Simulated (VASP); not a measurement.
Set up this calculation in VASP 6.6.1, as the native input.

| Item | Value |
| --- | --- |
| Task | relaxation of cell and atoms |
| Functional | r2SCAN |
| Potentials or basis | VASP PAW PBE potentials, release 64 (Ta_pv, F) |
| Cutoff | 600 eV |
| k mesh | 5 × 5 × 5 |
| Occupations | fermi-dirac, width 0.1 eV |
| Spin | no spin polarisation |
| Dipole correction | no |
| Further INCAR settings | ALGO = Normal; EDIFF = 1e-07; IBRION = 2; EDIFFG = -0.01; NSW = 60; ISIF = 3 |

Crystal: TaF3.

```
CELL_PARAMETERS angstrom
3.96499 0.00000 0.00000
0.00000 3.96499 0.00000
0.00000 0.00000 3.96499
ATOMIC_POSITIONS crystal
Ta 0.00000 0.00000 0.00000
F 0.50000 0.00000 0.00000
F 0.00000 0.50000 0.00000
F 0.00000 0.00000 0.50000
```

The input as run:

POSCAR

```
TaF3
1.0
    3.9649940000      0.0000000000      0.0000000000
    0.0000000000      3.9649940000      0.0000000000
    0.0000000000      0.0000000000      3.9649940000
Ta F
1 3
Direct
    0.0000000000      0.0000000000      0.0000000000
    0.5000000000      0.0000000000      0.0000000000
    0.0000000000      0.5000000000      0.0000000000
    0.0000000000      0.0000000000      0.5000000000
```

INCAR.step1

```
SYSTEM = TaF3
PREC = Accurate
ENCUT = 600
ISMEAR = -1
SIGMA = 0.1
LREAL = .False.
LASPH = .True.
NELM = 60
GGA = PE
ALGO = Normal
EDIFF = 1E-4
LWAVE = .True.
LCHARG = .False.
```

INCAR.step2

```
SYSTEM = TaF3
PREC = Accurate
ENCUT = 600
EDIFF = 1E-7
ISMEAR = -1
SIGMA = 0.1
LREAL = .False.
LASPH = .True.
NELM = 60
ALGO = Normal
ISIF = 3
LWAVE = .False.
LCHARG = .False.
METAGGA = R2SCAN
LMIXTAU = .True.
IBRION = 2
NSW = 60
EDIFFG = -0.01
ISTART = 1
```

KPOINTS

```
Automatic mesh
0
Gamma
  5 5 5
  0 0 0
```

Potentials or basis: VASP PAW PBE potentials, release 64 (Ta_pv, F).

Run with:

```sh
$ cat potpaw_PBE.64/Ta_pv/POTCAR potpaw_PBE.64/F/POTCAR > POTCAR
$ cp INCAR.step1 INCAR
$ mpirun -np 1 vasp_std > vasp.out
$ cp INCAR.step2 INCAR
$ mpirun -np 1 vasp_std > vasp.out
```

It gave:

| Quantity | Value |
| --- | --- |
| Relaxed volume | 17.16 Å³/atom |
| Relaxed cell | a = 4.094 Å, b = 4.094 Å, c = 4.094 Å, α = 90.00°, β = 90.00°, γ = 90.00° |
| Space group after relaxing (to 0.05 Å) | Pm-3m (No. 221) |
| Energy gained by relaxing | 62.4 meV/atom |
| Ionic steps | 4 |
| Pressure after relaxing | 0.1 GPa |
| Band gap on the k mesh | zero (band 16 reaches 4.55 eV, above the bottom of band 17 at 2.51 eV) |

Caveat: the PAW data sets were made with another functional, which shifts forces and pressure a little; spin-orbit coupling is left out, which moves the levels of the heavy elements; the volume moved by +10 % from the deposited cell, more than functionals usually miss.

It took 2.3 min on 1 thread of Intel(R) Xeon(R) Platinum 8488C (Sapphire Rapids) (shared host), peak memory 0.19 GiB.
